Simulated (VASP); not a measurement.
## W2CSe2: single point with r2SCAN

The system is W2CSe2.

```
CELL_PARAMETERS angstrom
3.35316 0.00000 0.00000
-1.67658 2.90392 0.00000
0.00000 0.00000 8.95159
ATOMIC_POSITIONS crystal
W 0.33333 0.66667 0.11170
W 0.66667 0.33333 0.88830
Se 0.33333 0.66667 0.69329
Se 0.66667 0.33333 0.30671
C 0.00000 0.00000 0.00000
```

- Program: VASP 6.6.1
- Task: single point
- Functional: r2SCAN
- Potentials or basis: VASP PAW PBE potentials, release 64 (W_sv, Se, C)
- Cutoff: 520 eV
- k mesh: 6 × 6 × 2
- Occupations: fermi-dirac, width 0.0399 eV
- Spin: no spin polarisation

```yaml
Pressure: 0.7 GPa
Largest_force: 0.073 eV/Å
Band_gap_on_the_k_mesh: zero (bands 22 and 23 overlap by 0.79 eV)
```

Forces on the atoms (eV/Å):
```
W    0.000  0.000  0.073
W    0.000  0.000 -0.073
Se   0.000  0.000 -0.042
Se   0.000  0.000  0.042
C    0.000  0.000  0.000
```

Levels at points of the mesh, in eV from the Fermi level:
```tsv
k point	band 19	band 20	band 21	band 22	band 23	band 24	band 25	band 26
(0.00, 0.00, 0.00)	-2.13	-2.02	-0.38	0.03	0.03	1.37	1.37	1.43
(0.50, 0.00, 0.00)	-3.14	-2.70	-1.98	0.02	0.83	1.46	1.57	2.45
(0.00, 0.00, 0.50)	-2.11	-2.11	-0.33	-0.04	-0.04	1.37	1.37	1.43
(0.50, 0.00, 0.50)	-3.19	-2.77	-1.89	0.04	0.73	1.43	1.48	2.43
```

It took 6.1 min on 1 thread of Intel Xeon 8259CL, on a shared host, peak memory 0.26 GiB.

Caveat: the k points lie up to 0.36 Å⁻¹ apart, too coarse for converged energies and pressures of a metal; the PAW data sets were made with another functional, which shifts forces and pressure a little; spin-orbit coupling is left out, which moves the levels of the heavy elements.
